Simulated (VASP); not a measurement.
# H in VASP: notebook, part 2 of 3

VASP 6.6.1. Earlier steps stand in the parts before.

## 3. Single point, PBEsol (functional PBEsol, strained)

INCAR

```
PREC = Accurate
ENCUT = 500
EDIFF = 1E-6
ISMEAR = 0
SIGMA = 0.02
LREAL = F
LASPH = T
NELM = 120
ALGO = Normal
ISIF = 2
LWAVE = F
LCHARG = F
GGA = PS
NBANDS = 10
GGA_COMPAT = F
```

KPOINTS

```
regular mesh
0
Gamma
  8 8 4
```

POSCAR

```
H
1.0
    1.5972625192     -2.6564302193      0.0000000000
    1.5972625192      2.6564302193      0.0000000000
    0.0000000000      0.0000000000      5.9392358655
H
4
Direct
    0.5683690730      0.4316309270      1.0090056027
    0.4316309270      0.5683690730     -0.0090056027
    0.4316309270      0.5683690730      0.5090056027
    0.5683690730      0.4316309270      0.4909943973
```

Potentials or basis: VASP PAW PBE potentials, release 64 (H).

Started as:

```sh
$ cat potpaw_PBE.64/H/POTCAR > POTCAR
$ mpirun -np 1 vasp_std > vasp.out
```

OUTCAR:

```text
PREC = Accurate
   ENCUT = 500
   EDIFF = 1E-6
   ISMEAR = 0
   LREAL = F
   LASPH = T
   NELM = 120
   ISIF = 2
   GGA = PS

 ion  position               nearest neighbor table
   1  0.568  0.432  0.009-   2 0.73
   2  0.432  0.568  0.991-   1 0.73
   3  0.432  0.568  0.509-   4 0.73
   4  0.568  0.432  0.491-   3 0.73

  LATTYP: Found a base centered orthorhombic cell.
 ALAT       =     3.1945250384
 B/A-ratio  =     1.6631143518
 C/A-ratio  =     1.8591921472

  Lattice vectors:

 A1 = (   1.5972625192,  -2.6564302193,   0.0000000000)
 A2 = (   1.5972625192,   2.6564302193,   0.0000000000)
 A3 = (   0.0000000000,   0.0000000000,   5.9392358655)

Analysis of symmetry for initial positions (statically):
=====================================================================
 Subroutine PRICEL returns:
 Original cell was already a primitive cell.

 Routine SETGRP: Setting up the symmetry group for a
 base centered orthorhombic supercell.

 Subroutine GETGRP returns: Found  8 space group operations
 (whereof  4 operations were pure point group operations)
 out of a pool of  8 trial point group operations.

The static configuration has the point symmetry C_2h.
 The point group associated with its full space group is D_2h.

Analysis of symmetry for dynamics (positions and initial velocities):
=====================================================================
 Subroutine PRICEL returns:
 Original cell was already a primitive cell.

 Routine SETGRP: Setting up the symmetry group for a
 base centered orthorhombic supercell.

 Subroutine GETGRP returns: Found  8 space group operations
 (whereof  4 operations were pure point group operations)
 out of a pool of  8 trial point group operations.

The dynamic configuration has the point symmetry C_2h.
 The point group associated with its full space group is D_2h.

 Subroutine INISYM returns: Found  8 space group operations
 (whereof  4 operations are pure point group operations),
 and found     1 'primitive' translations
[... 126 lines left out ...]
   AEXX    =    0.0000 exact exchange contribution
   IVDW    =     0    specifies the selected vdW correction
   LEPSILON=     F    determine dielectric tensor
   LRPA    =     F    only Hartree local field effects (RPA)
 non-spin polarized calculation
 Gauss-broadening in eV      SIGMA  =   0.02
  energy-cutoff  :      500.00
  volume of cell :       50.40
 maximum number of plane-waves:      1292
   NGX = 11   NGY = 11   NGZ = 21

 number of electron       4.0000000 magnetization

 Free energy of the ion-electron system (eV)
  ---------------------------------------------------
  ext. energy  EPLUGINS =         0.00000000
  ---------------------------------------------------
  free energy    TOTEN  =       -13.01173885 eV

  energy without entropy =      -13.01173885  energy(sigma->0) =      -13.01173885

 E-fermi :  -8.0327     XC(G=0):  -5.1058

 val. band max:       -8.1273767811   @ k =   0.3750   0.3750   0.0000
 cond. band min:      -0.1825404842   @ k =   0.5000   0.5000   0.0000
 fundamental gap:      7.9448362970
 Fermi energy:        -8.0326768213

 k-point     1 :       0.0000    0.0000    0.0000
  band No.  band energies     occupation
      1     -10.4692      2.00000
      2      -9.5024      2.00000
      3       0.9696      0.00000
      4       4.7383      0.00000
      5       9.0866      0.00000
      6       9.5623      0.00000
      7       9.8714      0.00000
      8      11.8447      0.00000
      9      13.7032      0.00000
     10      14.1697      0.00000
[... 287 lines left out ...]
 k-point    24 :       0.2500    0.0000    0.2500
  band No.  band energies     occupation
      1      -9.7576      2.00000
      2      -9.1523      2.00000
      3       2.4695      0.00000
      4       2.9496      0.00000
      5       5.6287      0.00000
      6       7.5533      0.00000
      7       9.6699      0.00000
      8      10.2178      0.00000
      9      11.6721      0.00000
     10      12.4958      0.00000

 [... further k-points ...]

------------------------ aborting loop because EDIFF is reached ----------------------------------------

  FORCE on cell =-STRESS in cart. coord.  units (eV):
  Direction    XX          YY          ZZ          XY          YZ          ZX
  --------------------------------------------------------------------------------------
  -------------------------------------------------------------------------------------
  Total        0.0059618      1.2098506      0.0935488      0.0000000      0.0000000      0.0000000
  in kB        0.1895204     38.4598021      2.9738107      0.0000000      0.0000000      0.0000000
  external PRESSURE =      13.8743777 kB  Pullay stress =       0.0000000 kB

 VOLUME and BASIS-vectors are now :
 -----------------------------------------------------------------------------
  energy-cutoff  :      500.00
  volume of cell :       50.40
      direct lattice vectors                 reciprocal lattice vectors
     1.597262519 -2.656430219  0.000000000     0.313035581 -0.188222524  0.000000000
     1.597262519  2.656430219  0.000000000     0.313035581  0.188222524  0.000000000
     0.000000000  0.000000000  5.939235865     0.000000000  0.000000000  0.168371828

 POSITION                                       TOTAL-FORCE (eV/Angst)
 -----------------------------------------------------------------------------------
      1.59726     -0.36324      0.05349         0.000000     -0.865992      0.132535
      1.59726      0.36324      5.88575         0.000000      0.865992     -0.132535
      1.59726      0.36324      3.02310         0.000000      0.865992      0.132535
      1.59726     -0.36324      2.91613         0.000000     -0.865992     -0.132535
 -----------------------------------------------------------------------------------
    total drift:                                0.000000      0.000000     -0.000000

  FREE ENERGIE OF THE ION-ELECTRON SYSTEM (eV)
  ---------------------------------------------------
  free  energy   TOTEN  =       -13.0117388458 eV

  energy  without entropy=      -13.0117388458  energy(sigma->0) =      -13.01173885
```

Wall time 7.6 s (1 thread of Intel Xeon 6975P-C (Granite Rapids), shared host); peak memory 0.16 GiB.

What came out:

- Free energy: -13.0117 eV
- Pressure: 1.4 GPa
- Largest force: 0.876 eV/Å
- Band gap on the k mesh: 7.94 eV

Forces in eV/Å, atoms in the order of the input:
```
H    0.000 -0.866  0.133
H    0.000  0.866 -0.133
H    0.000  0.866  0.133
H    0.000 -0.866 -0.133
```

Stress tensor (GPa, compression positive):
```
0.02 0.00 0.00
0.00 3.85 0.00
0.00 0.00 0.30
```

Caveat: the cell differs from its parent crystal (functional PBEsol, strained); the PAW data sets were made with another functional, which shifts forces and pressure a little.

## 4. Single point, PBE (strained and its atoms moved)

INCAR

```
ALGO = Normal
EDIFF = 1E-6
ENCUT = 500
GGA = PE
GGA_COMPAT = False
ISIF = 2
ISMEAR = 0
LASPH = True
LCHARG = False
LREAL = False
LWAVE = False
NBANDS = 10
NELM = 120
PREC = Accurate
SIGMA = 0.02
```

KPOINTS

```
k-points
0
Gamma
  8 8 4
```

POSCAR

```
H
1.0
    1.5620169080     -2.6707715825      0.0000000000
    1.5620169080      2.6707715825      0.0000000000
    0.0000000000      0.0000000000      6.1707617608
H
4
Direct
    0.5732991450      0.4267008550      0.9995767742
    0.4267008550      0.5732991450      0.0004232258
    0.4267008550      0.5732991450      0.4995767742
    0.5732991450      0.4267008550      0.5004232258
```

Started as:

```sh
$ cat potpaw_PBE.64/H/POTCAR > POTCAR
$ mpirun -np 1 vasp_std > vasp.out
```

It took 8.4 s on 1 thread of Intel Xeon 6975P-C (Granite Rapids), shared host; peak memory 0.16 GiB.

Results (log left out):

| Quantity | Value |
| --- | --- |
| Free energy | -13.5119 eV |
| Pressure | -1.5 GPa |
| Largest force | 1.049 eV/Å |
| Band gap on the k mesh | 7.51 eV |

Forces on the atoms (eV/Å):
```
H    0.000  1.049  0.007
H    0.000 -1.049 -0.007
H    0.000 -1.049  0.007
H    0.000  1.049 -0.007
```

Stress tensor (GPa, compression positive):
```
 0.35  0.00  0.00
 0.00 -4.97  0.00
 0.00  0.00  0.18
```

Levels at points of the mesh, in eV from the valence-band top:
```
           k point  band 1  band 2  band 3  band 4  band 5
(0.00, 0.00, 0.00)   -2.35   -1.54    8.85   12.74   16.51
(0.50, 0.00, 0.00)   -0.87   -0.31    8.80   11.02   13.11
(0.50, 0.50, 0.00)   -0.58   -0.03    7.51    9.37   13.47
(0.00, 0.00, 0.50)   -1.98   -1.98   10.61   10.61   16.88
(0.50, 0.00, 0.50)   -0.61   -0.61    9.62    9.62   14.75
(0.50, 0.50, 0.50)   -0.32   -0.32    8.24    8.24   14.88
```

Caveat: the cell differs from its parent crystal (strained and its atoms moved); forces of over 1 eV/Å act on the atoms, so gaps and moduli don't describe the material at rest. A k mesh can miss the band edges.

(Continued in part 3 of 3.)
